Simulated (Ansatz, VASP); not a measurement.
**ZrC: VASP beside Ansatz**

File INCAR:

```
ALGO = Normal
EDIFF = 1E-7
ENCUT = 520
GGA = CA
ISIF = 2
ISMEAR = -1
LASPH = True
LCHARG = False
LREAL = False
LWAVE = False
NBANDS = 15
NELM = 60
PREC = Accurate
SIGMA = 0.05
```

The input KPOINTS:

```
k-points
0
Gamma
  10 10 10
```

POSCAR

```
ZrC
1.0
    0.0000000000      2.3650000000      2.3650000000
    2.3650000000      0.0000000000      2.3650000000
    2.3650000000      2.3650000000      0.0000000000
Zr C
1 1
Direct
    0.5000000000      0.5000000000      0.5000000000
    0.0000000000      0.0000000000      0.0000000000
```

The input input.yaml:

```yaml
crystal:
  lattice:
    - [0.0, 2.365, 2.365]
    - [2.365, 0.0, 2.365]
    - [2.365, 2.365, 0.0]
  atoms:
    - { symbol: Zr, position: [0.5, 0.5, 0.5] }
    - { symbol: C, position: [0.0, 0.0, 0.0] }
hamiltonian:
  xc: lda
  pseudopotentials: { kind: paw, xc_functional: lda, accuracy: standard }
kpoints:
  mp_grid: { grid: [10, 10, 10] }
scf:
  occupations: { method: fermi_dirac, width: 0.05 }
output:
  forces: true
  stress: true
  eigenvalues: true
```

Alike in both runs: task single point; functional LDA; k mesh 10 × 10 × 10; occupations fermi-dirac, width 0.05 eV; no spin polarisation.

|  | VASP | Ansatz |
| --- | --- | --- |
| version | VASP 6.6.1 | Ansatz 0.2.0 |
| potentials or method | VASP PAW LDA potentials, release 64 (Zr_sv, C) | JTH PAW LDA |
| plane-wave cutoff (eV) | 520 | 990 |
| valence electrons in the cell | 16 | 16 |

```csv
,VASP,Ansatz,Ansatz less VASP
gap on the k mesh at the Fermi level (eV),none,none,-
pressure (GPa),-11.9,-12.6,-0.63
```

LDA's correlation is that of Perdew and Zunger in VASP and of Perdew and Wang (1992) in Ansatz. A gap of «none» marks a metal or a gap that the smearing closes.
